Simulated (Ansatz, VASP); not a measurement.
# Two plane-wave programs on WS2

```
W S
1.0
     1.57900    0.91164    6.16333
    -1.57900    0.91164    6.16333
     0.00000   -1.82327    6.16333
W S
1 2
Cartesian
  0.0000 0.0000 0.0000
  0.0000 0.0000 13.8730
  0.0000 0.0000 10.7427
```

Alike in both runs: task single point; functional PBE; k mesh 7 × 7 × 7; occupations gaussian, width 0.05 eV; collinear spin; Hubbard terms W d U = 4.0 eV.

|  | VASP | Ansatz |
| --- | --- | --- |
| version | VASP 6.6.1 | Ansatz 0.2.0 |
| potentials or method | VASP PAW PBE potentials, release 64 (W_sv, S), cutoff 520 eV | scalar-relativistic, plane waves, PAW |
| valence electrons in the cell | 26 | 26 |

```tsv
	VASP	Ansatz	Ansatz less VASP
gap on the k mesh at the Fermi level (eV)	1.16	1.26	+0.107
least direct gap on the mesh (eV)	2.35	2.31	-0.040
pressure (GPa)	8.0	4.9	-3.09
traceless stress, the component that is largest in VASP (GPa)	0.57	0.17	-0.395
rms of the force components (eV/Å)	0.378	0.272	-0.1064
net moment per atom (μB)	0.00	0.00	0.000
```

The programs project onto different local orbitals, so the same U acts differently, and such runs can settle in different states. Atom by atom the forces differ by 0.172 eV/Å (rms over components). Ansatz's warnings: seeded moment not kept.

Neither program's run includes spin-orbit coupling.
